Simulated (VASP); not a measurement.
# Y2C5 (F-43m) in VASP: notebook, part 2 of 2

VASP 6.6.1.

### 3 Relaxation of cell and atoms, PBE

This run uses another cell than the first one, of 14.45 Å³/atom, 1.004 times its volume.

Contents of INCAR:

```
PREC = Accurate
ENCUT = 600
EDIFF = 1E-6
ISMEAR = 0
SIGMA = 0.1
LREAL = F
LASPH = T
NELM = 100
ALGO = Normal
ISIF = 3
LWAVE = F
LCHARG = F
GGA = PE
IBRION = 2
NSW = 100
EDIFFG = -0.01
```

Contents of KPOINTS:

```
regular mesh
0
Gamma
  10 10 10
```

Contents of POSCAR:

```
Y2C5
1.0
    0.0000000000      3.6984543736      3.6984543736
    3.6984543736      0.0000000000      3.6984543736
    3.6984543736      3.6984543736      0.0000000000
Y C
2 5
Direct
    0.2500000000      0.2500000000      0.2500000000
    0.0000000000      0.0000000000      0.0000000000
    0.8228955435      0.5313133694      0.8228955435
    0.8228955435      0.8228955435      0.8228955435
    0.5313133694      0.8228955435      0.8228955435
    0.8228955435      0.8228955435      0.5313133694
    0.5000000000      0.5000000000      0.5000000000
```

Potentials or basis: VASP PAW PBE potentials, release 64 (Y_sv, C).

Command:

```sh
> cat potpaw_PBE.64/Y_sv/POTCAR potpaw_PBE.64/C/POTCAR > POTCAR
> mpirun -np 1 vasp_std > vasp.out
```

OUTCAR:

```text
PREC = Accurate
   ENCUT = 600
   EDIFF = 1E-6
   ISMEAR = 0
   LREAL = F
   LASPH = T
   NELM = 100
   ISIF = 3
   GGA = PE
   IBRION = 2
   NSW = 100
   EDIFFG = -0.01

 ion  position               nearest neighbor table
   1  0.250  0.250  0.250-   2 3.20   2 3.20   2 3.20   7 3.20   7 3.20   7 3.20   7 3.20   2 3.20

   2  0.000  0.000  0.000-   5 2.27   3 2.27   6 2.27   4 2.27   1 3.20   1 3.20   1 3.20   1 3.20

   3  0.823  0.531  0.823-   4 1.53   5 1.53   6 1.53   2 2.27
   4  0.823  0.823  0.823-   3 1.53   5 1.53   6 1.53   2 2.27
   5  0.531  0.823  0.823-   3 1.53   4 1.53   6 1.53   2 2.27
   6  0.823  0.823  0.531-   3 1.53   4 1.53   5 1.53   2 2.27
   7  0.500  0.500  0.500-   1 3.20   1 3.20   1 3.20   1 3.20

  LATTYP: Found a face centered cubic cell.
 ALAT       =     7.3969087472

  Lattice vectors:

 A1 = (   0.0000000000,   3.6984543736,   3.6984543736)
 A2 = (   3.6984543736,   0.0000000000,   3.6984543736)
 A3 = (   3.6984543736,   3.6984543736,   0.0000000000)

Analysis of symmetry for initial positions (statically):
=====================================================================
 Subroutine PRICEL returns:
 Original cell was already a primitive cell.

 Routine SETGRP: Setting up the symmetry group for a
 face centered cubic supercell.

 Subroutine GETGRP returns: Found 24 space group operations
 (whereof 24 operations were pure point group operations)
 out of a pool of 48 trial point group operations.

The static configuration has the point symmetry T_d .

Analysis of symmetry for dynamics (positions and initial velocities):
=====================================================================
 Subroutine PRICEL returns:
 Original cell was already a primitive cell.

 Routine SETGRP: Setting up the symmetry group for a
 face centered cubic supercell.

 Subroutine GETGRP returns: Found 24 space group operations
 (whereof 24 operations were pure point group operations)
[... 135 lines left out ...]
  Thomas-Fermi vector in A             =   2.356411
   LORBIT       =      0    0 simple, 1 ext, 2 COOP (PROOUT), +10 PAW based schemes
   GGA     = PE    functional components
   LHFCALC =     F    Hartree Fock is set to
   AEXX    =    0.0000 exact exchange contribution
   IVDW    =     0    specifies the selected vdW correction
   LEPSILON=     F    determine dielectric tensor
   LRPA    =     F    only Hartree local field effects (RPA)
 conjugate gradient relaxation of ions
 non-spin polarized calculation
 Gauss-broadening in eV      SIGMA  =   0.10
  energy-cutoff  :      600.00
  volume of cell :      101.18
 maximum number of plane-waves:      3397
 NGX is ok and might be reduce to    42
   NGX = 21   NGY = 21   NGZ = 21

--------------------------------------- Ionic step        1  -------------------------------------------

 number of electron      42.0000001 magnetization

 Free energy of the ion-electron system (eV)
  ---------------------------------------------------
  ext. energy  EPLUGINS =         0.00000000
  ---------------------------------------------------
  free energy    TOTEN  =       -47.58714924 eV

  energy without entropy =      -47.57217566  energy(sigma->0) =      -47.57966245

------------------------ aborting loop because EDIFF is reached ----------------------------------------

  FORCE on cell =-STRESS in cart. coord.  units (eV):
  Direction    XX          YY          ZZ          XY          YZ          ZX
  --------------------------------------------------------------------------------------
  -------------------------------------------------------------------------------------
  Total       -0.2045029     -0.2045029     -0.2045029     -0.0000000     -0.0000000      0.0000000
  in kB       -3.2383169     -3.2383169     -3.2383169     -0.0000000     -0.0000000      0.0000000
  external PRESSURE =      -3.2383169 kB  Pullay stress =       0.0000000 kB
[... 151 lines left out ...]
--------------------------------------- Ionic step        5  -------------------------------------------

 number of electron      42.0000002 magnetization

 Free energy of the ion-electron system (eV)
  ---------------------------------------------------
  ext. energy  EPLUGINS =         0.00000000
  ---------------------------------------------------
  free energy    TOTEN  =       -47.58896439 eV

  energy without entropy =      -47.57451739  energy(sigma->0) =      -47.58174089

 E-fermi :   3.8328     XC(G=0): -10.3378

 val. band max:        3.8109139286   @ k =   0.4000   0.0000   0.0000
 cond. band min:       3.8348828169   @ k =  -0.3000   0.4000   0.2000
 fundamental gap:      0.0239688883
 Fermi energy:         3.8327844459

 k-point     1 :       0.0000    0.0000    0.0000
  band No.  band energies     occupation
      1     -39.9146      2.00000
      2     -37.3617      2.00000
      3     -19.8670      2.00000
      4     -19.8670      2.00000
      5     -19.8670      2.00000
      6     -17.6314      2.00000
[... 661 lines left out ...]
     24       5.3687      0.00000
     25       5.5861      0.00000

 [... further k-points ...]
[... 5 lines left out ...]
  --------------------------------------------------------------------------------------
  -------------------------------------------------------------------------------------
  Total       -0.0022892     -0.0022892     -0.0022892      0.0000000      0.0000000     -0.0000000
  in kB       -0.0364584     -0.0364584     -0.0364584      0.0000000      0.0000000     -0.0000000
  external PRESSURE =      -0.0364584 kB  Pullay stress =       0.0000000 kB
[... 22 lines left out ...]
  FREE ENERGIE OF THE ION-ELECTRON SYSTEM (eV)
  ---------------------------------------------------
  free  energy   TOTEN  =       -47.5889643945 eV

  energy  without entropy=      -47.5745173905  energy(sigma->0) =      -47.58174089

 reached required accuracy - stopping structural energy minimisation
```

OSZICAR:

```text
N       E                     dE             d eps       ncg     rms          rms(c)
DAV:   1     0.230111721716E+03    0.23011E+03   -0.23740E+04  2350   0.181E+03
[... 49 lines left out ...]
DAV:   1    -0.475892774299E+02   -0.37960E-03   -0.90208E-03  2402   0.627E-01    0.164E-01
DAV:   2    -0.475890867593E+02    0.19067E-03   -0.13029E-03  3148   0.192E-01    0.922E-02
DAV:   3    -0.475889632398E+02    0.12352E-03   -0.44102E-04  3869   0.105E-01    0.446E-02
DAV:   4    -0.475889625117E+02    0.72805E-06   -0.18012E-04  4226   0.494E-02    0.559E-02
DAV:   5    -0.475889613637E+02    0.11481E-05   -0.15413E-05  2821   0.154E-02    0.412E-02
DAV:   6    -0.475889644403E+02   -0.30767E-05   -0.78416E-06  3483   0.127E-02    0.403E-03
DAV:   7    -0.475889643945E+02    0.45828E-07   -0.83150E-07  1420   0.475E-03
   5 F= -.47588964E+02 E0= -.47581741E+02  d E =-.593760E-03
```

Run time: 5.1 min. Hardware: 1 thread of AMD EPYC 9R45 (Zen 5), shared host; peak memory 0.35 GiB.

Results:

```
Free energy                            : -47.5890 eV
Relaxed volume                         : 14.37 Å³/atom
Relaxed cell                           : a = 5.220 Å, b = 5.220 Å, c = 5.220 Å, α = 60.00°, β = 60.00°, γ = 60.00°
Space group after relaxing (to 0.05 Å) : F-43m (No. 216)
Energy gained by relaxing              : 0.3 meV/atom
Ionic steps                            : 5
Pressure after relaxing                : 0.0 GPa
Band gap on the k mesh                 : zero (band 21 reaches 3.94 eV, above the bottom of band 22 at 3.79 eV)
```

The path:
```
step  energy change (eV)  largest force (eV/Å)  pressure (GPa)  volume (Å³)
   1              0.0000                0.1896           -0.32       101.18
   2              0.0045                0.5057           -0.67       100.75
   3             -0.0012                0.0322           -0.45       101.04
   4             -0.0017                0.0085            0.15       100.45
   5             -0.0018                0.0019            0.00       100.60
```

Final structure:
```
CELL_PARAMETERS angstrom
0.00000 3.69138 3.69138
3.69138 0.00000 3.69138
3.69138 3.69138 0.00000
ATOMIC_POSITIONS crystal
Y 0.25000 0.25000 0.25000
Y 0.00000 0.00000 0.00000
C 0.82315 0.53055 0.82315
C 0.82315 0.82315 0.82315
C 0.53055 0.82315 0.82315
C 0.82315 0.82315 0.53055
C 0.50000 0.50000 0.50000
```

### 4 Single point, PBE

Contents of INCAR:

```
SYSTEM = Y2C5
PREC = Accurate
ENCUT = 520
EDIFF = 1E-6
ISMEAR = 0
SIGMA = 0.1
LREAL = .FALSE.
LASPH = .TRUE.
NELM = 100
ALGO = Normal
ISIF = 2
LWAVE = .FALSE.
LCHARG = .TRUE.
GGA = PE
LELF = .TRUE.
LVHAR = .TRUE.
NBANDS = 30
```

Contents of KPOINTS:

```
regular mesh
0
G
  10 10 10
  0 0 0
```

Contents of POSCAR:

```
Y2C5
1.0
    0.0000000000      3.6937015220      3.6937015220
    3.6937015220      0.0000000000      3.6937015220
    3.6937015220      3.6937015220      0.0000000000
Y C
2 5
Direct
    0.2500000000      0.2500000000      0.2500000000
    0.0000000000      0.0000000000      0.0000000000
    0.8229867539      0.5310397383      0.8229867539
    0.8229867539      0.8229867539      0.8229867539
    0.5310397383      0.8229867539      0.8229867539
    0.8229867539      0.8229867539      0.5310397383
    0.5000000000      0.5000000000      0.5000000000
```

Command:

```sh
> cat potpaw_PBE.64/Y_sv/POTCAR potpaw_PBE.64/C/POTCAR > POTCAR
> mpirun -np 1 vasp_std > vasp.out
```

It took 84 s on 1 thread of AMD EPYC 9R45 (Zen 5), shared host; peak memory 0.29 GiB.

The run converged. Its results:

| Item | Value |
| --- | --- |
| Free energy | -47.5809 eV |
| Pressure | 0.1 GPa |
| Largest force | 0.163 eV/Å |
| Band gap on the k mesh | zero (band 21 reaches 3.93 eV, above the bottom of band 22 at 3.78 eV) |

Forces in eV/Å, atoms in the order of the input:
```
Y    0.000  0.000  0.000
Y    0.000  0.000  0.000
C   -0.094  0.094 -0.094
C    0.094  0.094  0.094
C    0.094 -0.094 -0.094
C   -0.094 -0.094  0.094
C    0.000  0.000  0.000
```

Levels at points of the mesh, in eV from the Fermi level:
```csv
k point,band 19,band 20,band 21,band 22,band 23,band 24
"(0.00, 0.00, 0.00)",-2.71,-0.04,-0.04,-0.04,2.21,2.21
"(0.50, 0.00, 0.00)",-2.21,-0.36,-0.36,-0.04,1.80,1.80
"(0.50, 0.50, 0.00)",-2.05,-0.13,-0.13,0.78,1.47,1.47
```

### 5 Single point, PBE

This run uses another cell than the first one, of 14.45 Å³/atom, 1.004 times its volume.

Contents of INCAR:

```
  PREC = Accurate
  ENCUT = 520
  EDIFF = 1E-6
  ISMEAR = 0
  SIGMA = 0.1
  LREAL = False
  LASPH = True
  NELM = 60
  ALGO = Normal
  ISIF = 2
  LWAVE = False
  LCHARG = False
  GGA = PE
  NBANDS = 30
```

Contents of KPOINTS:

```
regular mesh
0
Gamma
  4 4 4
```

Contents of POSCAR:

```
Y2C5
1.0
    0.0000000000      3.6984543736      3.6984543736
    3.6984543736      0.0000000000      3.6984543736
    3.6984543736      3.6984543736      0.0000000000
Y C
2 5
Direct
    0.7500000000      0.7500000000      0.7500000000
    0.0000000000      0.0000000000      0.0000000000
    0.1771044565      0.1771044565      0.1771044565
    0.1771044565      0.1771044565      0.4686866306
    0.1771044565      0.4686866306      0.1771044565
    0.4686866306      0.1771044565      0.1771044565
    0.5000000000      0.5000000000      0.5000000000
```

Potentials or basis: VASP PAW PBE potentials, release 64 (Y_sv, C).

Command:

```sh
> cat potpaw_PBE.64/Y_sv/POTCAR potpaw_PBE.64/C/POTCAR > POTCAR
> mpirun -np 1 vasp_std > vasp.out
```

OUTCAR:

```text
PREC = Accurate
   ENCUT = 520
   EDIFF = 1E-6
   ISMEAR = 0
   LREAL = False
   LASPH = True
   NELM = 60
   ISIF = 2
   GGA = PE

 ion  position               nearest neighbor table
   1  0.750  0.750  0.750-   7 3.20   7 3.20   7 3.20   2 3.20   2 3.20   2 3.20   7 3.20   2 3.20

   2  0.000  0.000  0.000-   4 2.27   5 2.27   6 2.27   3 2.27   1 3.20   1 3.20   1 3.20   1 3.20

   3  0.177  0.177  0.177-   4 1.53   5 1.53   6 1.53   2 2.27
   4  0.177  0.177  0.469-   3 1.53   5 1.53   6 1.53   2 2.27
   5  0.177  0.469  0.177-   3 1.53   4 1.53   6 1.53   2 2.27
[... 457 lines left out ...]
  Total       -0.0473981     -0.0473981     -0.0473981      0.0000000      0.0000000      0.0000000
  in kB       -0.7505512     -0.7505512     -0.7505512      0.0000000      0.0000000      0.0000000
  external PRESSURE =      -0.7505512 kB  Pullay stress =       0.0000000 kB

 VOLUME and BASIS-vectors are now :
 -----------------------------------------------------------------------------
  energy-cutoff  :      520.00
  volume of cell :      101.18
      direct lattice vectors                 reciprocal lattice vectors
     0.000000000  3.698454374  3.698454374    -0.135191610  0.135191610  0.135191610
     3.698454374  0.000000000  3.698454374     0.135191610 -0.135191610  0.135191610
     3.698454374  3.698454374  0.000000000     0.135191610  0.135191610 -0.135191610

 POSITION                                       TOTAL-FORCE (eV/Angst)
 -----------------------------------------------------------------------------------
      5.54768      5.54768      5.54768         0.000000      0.000000      0.000000
      0.00000      0.00000      0.00000         0.000000      0.000000      0.000000
      1.31003      1.31003      1.31003        -0.094982     -0.094982     -0.094982
      2.38843      2.38843      1.31003         0.094982      0.094982     -0.094982
      2.38843      1.31003      2.38843         0.094982     -0.094982      0.094982
      1.31003      2.38843      2.38843        -0.094982      0.094982      0.094982
      3.69845      3.69845      3.69845         0.000000      0.000000      0.000000
 -----------------------------------------------------------------------------------
    total drift:                               -0.000000     -0.000000     -0.000000

  FREE ENERGIE OF THE ION-ELECTRON SYSTEM (eV)
  ---------------------------------------------------
  free  energy   TOTEN  =       -47.5908133701 eV

  energy  without entropy=      -47.5723379169  energy(sigma->0) =      -47.58157564
```

OSZICAR:

```text
N       E                     dE             d eps       ncg     rms          rms(c)
DAV:   1     0.188415437104E+03    0.18842E+03   -0.21153E+04   480   0.134E+03
DAV:   2    -0.393348260370E+02   -0.22775E+03   -0.22107E+03   596   0.293E+02
DAV:   3    -0.546304070862E+02   -0.15296E+02   -0.15110E+02   744   0.603E+01
DAV:   4    -0.552638826425E+02   -0.63348E+00   -0.63022E+00   712   0.111E+01
DAV:   5    -0.552748403061E+02   -0.10958E-01   -0.10954E-01   712   0.142E+00    0.403E+01
DAV:   6    -0.476378201922E+02    0.76370E+01   -0.22903E+01   560   0.190E+01    0.349E+01
DAV:   7    -0.476609846214E+02   -0.23164E-01   -0.41583E+00   666   0.799E+00    0.184E+01
DAV:   8    -0.478943656255E+02   -0.23338E+00   -0.37173E+00   692   0.512E+00    0.821E+00
DAV:   9    -0.476058854296E+02    0.28848E+00   -0.16056E+00   602   0.305E+00    0.813E-01
DAV:  10    -0.475938263690E+02    0.12059E-01   -0.18957E-01   558   0.155E+00    0.523E-01
DAV:  11    -0.475907993512E+02    0.30270E-02   -0.15408E-02   576   0.560E-01    0.313E-01
DAV:  12    -0.475908545844E+02   -0.55233E-04   -0.21492E-03   640   0.233E-01    0.110E-01
DAV:  13    -0.475908078811E+02    0.46703E-04   -0.43026E-04   592   0.900E-02    0.398E-02
DAV:  14    -0.475908129884E+02   -0.51073E-05   -0.35575E-05   708   0.281E-02    0.144E-02
DAV:  15    -0.475908133701E+02   -0.38168E-06   -0.53009E-06   558   0.101E-02
   1 F= -.47590813E+02 E0= -.47581576E+02  d E =-.184755E-01
```

It took 59 s on 1 thread of AMD EPYC 7R43 (Zen 3), shared host; peak memory 0.21 GiB.

What came out:

| Item | Value |
| --- | --- |
| Free energy | -47.5908 eV |
| Pressure | -0.1 GPa |
| Largest force | 0.165 eV/Å |
| Band gap on the k mesh | zero (band 21 reaches 3.99 eV, above the bottom of band 22 at 3.75 eV) |

Forces in eV/Å, atoms in the order of the input:
```
Y    0.000  0.000  0.000
Y    0.000  0.000  0.000
C   -0.095 -0.095 -0.095
C    0.095  0.095 -0.095
C    0.095 -0.095  0.095
C   -0.095  0.095  0.095
C    0.000  0.000  0.000
```

Levels at points of the mesh, in eV from the Fermi level:
| k point | band 18 | band 19 | band 20 | band 21 | band 22 | band 23 | band 24 | band 25 |
| --- | --- | --- | --- | --- | --- | --- | --- | --- |
| (0.00, 0.00, 0.00) | -2.69 | -2.69 | -0.04 | -0.04 | -0.04 | 2.20 | 2.20 | 2.20 |
| (0.50, 0.00, 0.00) | -2.19 | -2.19 | -0.36 | -0.36 | -0.04 | 1.80 | 1.80 | 1.89 |
| (0.50, 0.50, 0.00) | -2.46 | -2.03 | -0.13 | -0.13 | 0.78 | 1.46 | 1.46 | 1.74 |

Caveat: the k points lie up to 0.37 Å⁻¹ apart.

### 6 Relaxation of cell and atoms, PBE

This run uses another cell than the first one, of 17.69 Å³/atom, 1.228 times its volume.

Contents of INCAR:

```
SYSTEM = Y2C5
  PREC = Accurate
  ENCUT = 600
  EDIFF = 1E-6
  ISMEAR = 0
  SIGMA = 0.1
  LREAL = .FALSE.
  LASPH = .TRUE.
  NELM = 80
  ALGO = Normal
  ISIF = 3
  LWAVE = .FALSE.
  LCHARG = .FALSE.
  GGA = PE
  IBRION = 2
  NSW = 90
  EDIFFG = -0.04
```

Contents of KPOINTS:

```
regular mesh
0
G
  4 4 4
  0 0 0
```

Contents of POSCAR:

```
Y2C5
1.0
    0.0000000000      3.9557406900      3.9557406900
    3.9557406900      0.0000000000      3.9557406900
    3.9557406900      3.9557406900      0.0000000000
Y C
2 5
Direct
    0.7500000000      0.7500000000      0.7500000000
    0.0000000000      0.0000000000      0.0000000000
    0.1546128600      0.1546128600      0.1546128600
    0.1546128600      0.1546128600      0.5361614100
    0.1546128600      0.5361614100      0.1546128600
    0.5361614100      0.1546128600      0.1546128600
    0.5000000000      0.5000000000      0.5000000000
```

Potentials or basis: VASP PAW PBE potentials, release 64 (Y_sv, C).

Command:

```sh
> cat potpaw_PBE.64/Y_sv/POTCAR potpaw_PBE.64/C/POTCAR > POTCAR
> mpirun -np 1 vasp_std > vasp.out
```

It took 12 min on 1 thread of AMD EPYC 7R43 (Zen 3), shared host; peak memory 0.37 GiB.

The run converged. Its results:

* Free energy: -47.6188 eV
* Relaxed volume: 14.40 Å³/atom
* Relaxed cell: a = 5.224 Å, b = 5.224 Å, c = 5.224 Å, α = 60.00°, β = 60.00°, γ = 60.00°
* Space group after relaxing (to 0.05 Å): F-43m (No. 216)
* Energy gained by relaxing: 1180.3 meV/atom
* Ionic steps: 10
* Pressure after relaxing: 0.0 GPa
* Largest force after relaxing: 0.026 eV/Å
* Band gap on the k mesh: zero (band 21 reaches 4.01 eV, above the bottom of band 22 at 3.77 eV)

Forces on the atoms (eV/Å):
```
Y    0.000  0.000  0.000
Y    0.000  0.000  0.000
C   -0.015 -0.015 -0.015
C    0.015  0.015 -0.015
C    0.015 -0.015  0.015
C   -0.015  0.015  0.015
C    0.000  0.000  0.000
```

Step by step:
| step | energy change (eV) | largest force (eV/Å) | pressure (GPa) | volume (Å³) |
| --- | --- | --- | --- | --- |
| 1 | 0.0000 | 7.1826 | -10.74 | 123.80 |
| 2 | -8.0416 | 3.0777 | 1.00 | 103.75 |
| 3 | -8.1840 | 0.6229 | -4.79 | 105.83 |
| 4 | -8.2062 | 0.1515 | -3.60 | 105.32 |
| 5 | -8.2019 | 0.7301 | -2.70 | 104.97 |
| 6 | -8.2017 | 1.5118 | -1.97 | 101.23 |
| 7 | -8.2431 | 0.4094 | -2.09 | 103.09 |
| 8 | -8.2496 | 0.4061 | 2.11 | 99.03 |
| 9 | -8.2622 | 0.0470 | 0.08 | 100.73 |
| 10 | -8.2622 | 0.0263 | -0.03 | 100.83 |

Final structure:
```
Y C
1.0
     0.00000    3.69416    3.69416
     3.69416    0.00000    3.69416
     3.69416    3.69416    0.00000
Y C
2 5
Direct
  0.75000 0.75000 0.75000
  0.00000 0.00000 0.00000
  0.17697 0.17697 0.17697
  0.17697 0.17697 0.46911
  0.17697 0.46911 0.17697
  0.46911 0.17697 0.17697
  0.50000 0.50000 0.50000
```

Levels at points of the mesh, in eV from the Fermi level:
| k point | band 19 | band 20 | band 21 | band 22 | band 23 | band 24 |
| --- | --- | --- | --- | --- | --- | --- |
| (0.00, 0.00, 0.00) | -2.70 | -0.04 | -0.04 | -0.04 | 2.21 | 2.21 |
| (0.50, 0.00, 0.00) | -2.20 | -0.36 | -0.36 | -0.04 | 1.81 | 1.81 |
| (0.50, 0.50, 0.00) | -2.04 | -0.13 | -0.13 | 0.79 | 1.47 | 1.47 |

Caveat: the volume moved by over 15 % at a fixed basis, so the end points are rough.

### 7 Overview

```tsv
task	cell	k mesh	cutoff (eV)	gap on the mesh (eV)	pressure (GPa)	relaxed volume (Å³/atom)	largest force (eV/Å)
single point	a = 5.224 Å, angles 60.0°, 7 atoms	10 × 10 × 10	520	none	0.1	-	0.16
relaxation of cell and atoms	relaxed from a = 5.230 Å, angles 60.0°, 7 atoms	10 × 10 × 10	600	none	0.0	14.37	-
single point	a = 5.230 Å, angles 60.0°, 7 atoms	4 × 4 × 4	520	none	-0.1	-	0.16
relaxation of cell and atoms	relaxed from a = 5.594 Å, angles 60.0°, 7 atoms	4 × 4 × 4	600	none	0.0	14.40	0.03
```

Alike in all rows: level PBE; potentials or basis VASP PAW PBE potentials, release 64 (Y_sv, C); no spin polarisation; smearing gaussian 0.1 eV.

Caveats: some runs use coarse meshes; the volume moved by over 15 % at a fixed basis, so the end points are rough (some runs).

Absolute energies hang on the potentials; compare differences alone.
